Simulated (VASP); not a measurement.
A run of VASP 6.6.1:

Contents of INCAR:

```
SYSTEM = RbCl
PREC = Accurate ; ENCUT = 500
EDIFF = 1E-6 ; ISMEAR = -1
SIGMA = 0.05 ; LREAL = .FALSE.
LASPH = .TRUE. ; NELM = 120
ALGO = Normal ; ISIF = 2
LWAVE = .FALSE. ; LCHARG = .FALSE.
GGA = PE ; NBANDS = 15
GGA_COMPAT = .FALSE.
```

File KPOINTS:

```
Automatic mesh
0
G
  10 10 10
  0 0 0
```

POSCAR

```
RbCl
1.0
    0.0000000000      3.4038725837      3.4038725837
    3.4038725837      0.0000000000      3.4038725837
    3.4038725837      3.4038725837      0.0000000000
Rb Cl
1 1
Direct
    0.0000000000      0.0000000000      0.0000000000
    0.5000000000      0.5000000000      0.5000000000
```

Potentials or basis: VASP PAW PBE potentials, release 64 (Rb_sv, Cl).

Run with:

```sh
$ cat potpaw_PBE.64/Rb_sv/POTCAR potpaw_PBE.64/Cl/POTCAR > POTCAR
$ mpirun -np 1 vasp_std > vasp.out
```

Hardware: 1 thread of AMD EPYC 9R14 (Zen 4) (shared host).

Problem. How long does it take, and how much memory?

Solution. Run time: 36 s on 1 thread of AMD EPYC 9R14 (Zen 4) (shared host), peak memory 0.19 GiB. Counts: scf iterations 13, k points 47.
